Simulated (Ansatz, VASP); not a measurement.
# One calculation of Ti6H, two programs

The input INCAR:

```
SYSTEM = Ti6H
PREC = Accurate ; ENCUT = 520
EDIFF = 1E-7 ; ISMEAR = 0
SIGMA = 0.1 ; LREAL = .FALSE.
LASPH = .TRUE. ; NELM = 100
ALGO = Normal ; ISIF = 2
LWAVE = .FALSE. ; LCHARG = .TRUE.
LDIPOL = .TRUE. ; IDIPOL = 3
DIPOL = 0.5 0.5 0.324 ; GGA = PE
LELF = .TRUE. ; LVHAR = .TRUE.
LVACPOTAV = .TRUE. ; NBANDS = 86
```

The input KPOINTS:

```
Automatic mesh
0
G
  5 6 1
  0 0 0
```

Contents of POSCAR:

```
Ti6H
1.0
    5.6639455763      0.0000000000      0.0000000000
    0.0000000000      4.5793473381      0.0000000000
    0.0000000000      0.0000000000     24.5506933039
Ti H
12 2
Direct
    0.2500000000      0.0000000000      0.1629281891
    0.7500000000      0.0000000000      0.1629281891
    0.0000000000      0.5000000000      0.2167736627
    0.5000000000      0.5000000000      0.2167736627
    0.2500000000      0.0000000000      0.2706191363
    0.7500000000      0.0000000000      0.2706191363
    0.2500000000      0.5000000000      0.3256599435
    0.7500000000      0.5000000000      0.3256599435
    0.0000000000      0.0000000000      0.3779650127
    0.5000000000      0.0000000000      0.3779650127
    0.2500000000      0.5000000000      0.4297513383
    0.7500000000      0.5000000000      0.4297513383
   -0.0573804949      0.0000000000      0.4871835250
    0.0573804949      0.0000000000      0.4871835250
```

Input for Ansatz:

```yaml
crystal:
  lattice:
    - [5.6639455763, 0.0, 0.0]
    - [0.0, 4.5793473381, 0.0]
    - [0.0, 0.0, 24.5506933039]
  atoms:
    - { symbol: Ti, position: [0.25, 0.0, 0.1629281891] }
    - { symbol: Ti, position: [0.75, 0.0, 0.1629281891] }
    - { symbol: Ti, position: [0.0, 0.5, 0.2167736627] }
    - { symbol: Ti, position: [0.5, 0.5, 0.2167736627] }
    - { symbol: Ti, position: [0.25, 0.0, 0.2706191363] }
    - { symbol: Ti, position: [0.75, 0.0, 0.2706191363] }
    - { symbol: Ti, position: [0.25, 0.5, 0.3256599435] }
    - { symbol: Ti, position: [0.75, 0.5, 0.3256599435] }
    - { symbol: Ti, position: [0.0, 0.0, 0.3779650127] }
    - { symbol: Ti, position: [0.5, 0.0, 0.3779650127] }
    - { symbol: Ti, position: [0.25, 0.5, 0.4297513383] }
    - { symbol: Ti, position: [0.75, 0.5, 0.4297513383] }
    - { symbol: H, position: [-0.0573804949, 0.0, 0.487183525] }
    - { symbol: H, position: [0.0573804949, 0.0, 0.487183525] }
basis:
  ecutwfc: 420
kpoints:
  mp_grid: { grid: [5, 6, 1] }
hamiltonian:
  xc: pbe
  pseudopotentials: { kind: paw, azcp: { folder: soft_1 } }
scf:
  occupations: { method: gaussian, width: 0.1 }
output:
  forces: true
  eigenvalues: true
efield:
  axis: 3
  dipole_correction: true
  ramp_width: 0.04
```

Alike in both runs: task single point; functional PBE; k mesh 5 × 6 × 1; occupations gaussian, width 0.1 eV; no spin polarisation.

|  | VASP | Ansatz |
| --- | --- | --- |
| version | VASP 6.6.1 | Ansatz 0.2.0 |
| potentials or method | VASP PAW PBE potentials, release 64 (Ti_sv, H), cutoff 520 eV | scalar-relativistic, plane waves, PAW |
| valence electrons in the cell | 146 | 146 |

|  | VASP | Ansatz | Ansatz less VASP |
| --- | --- | --- | --- |
| gap on the k mesh at the Fermi level (eV) | none | none | - |
| rms of the force components (eV/Å) | 1.244 | 1.237 | -0.0068 |
| work function, face that differs most (eV) | 3.40 | 3.40 | -0.001 |

Atom by atom the forces differ by 0.008 eV/Å (rms over components). A gap of «none» marks a metal or a gap that the smearing closes.
